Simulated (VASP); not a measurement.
Runs of VASP 6.6.1 on GaP. The structure is that of space group F-43m (No. 216), or close to it. The cells are those of the table. 

```tsv
task	cell	k mesh	smearing	gap on the mesh (eV)	pressure (GPa)
single point	a = 3.854 Å, angles 60.0°, 2 atoms	6 × 6 × 6	gaussian 0.1 eV	1.49	-2.7
single point	a = 3.850 Å, angles 60.0°, 2 atoms	8 × 8 × 8	gaussian 0.02 eV	1.49	-2.4
single point	a = 3.694 Å, angles 60.0°, 2 atoms	8 × 8 × 8	gaussian 0.02 eV	1.22	(b)
single point	a = 3.812 Å, angles 60.0°, 2 atoms	10 × 10 × 10	gaussian 0.02 eV	1.40	0.1
single point	a = 3.812 Å, angles 60.0°, 2 atoms	8 × 8 × 8	gaussian 0.02 eV	1.43	0.1
single point	a = 3.774 Å, angles 60.0°, 2 atoms	8 × 8 × 8	gaussian 0.02 eV	(a)	3.0
relaxation of cell and atoms	relaxed from a = 3.854 Å, angles 60.0°, 2 atoms	8 × 8 × 8	gaussian 0.02 eV	1.43	0.0
```

Alike in all rows: level LDA; potentials or basis VASP PAW LDA potentials, release 64 (Ga_d, P); no spin polarisation; cutoff (eV) 500.

Question: Fill in the values left out.

Answer: (a) 1.36; (b) 10.6.

Caveats: the cell stands under pressure (at least some runs).

A k mesh can miss the band edges, and the runs leave out spin-orbit coupling on Ga.
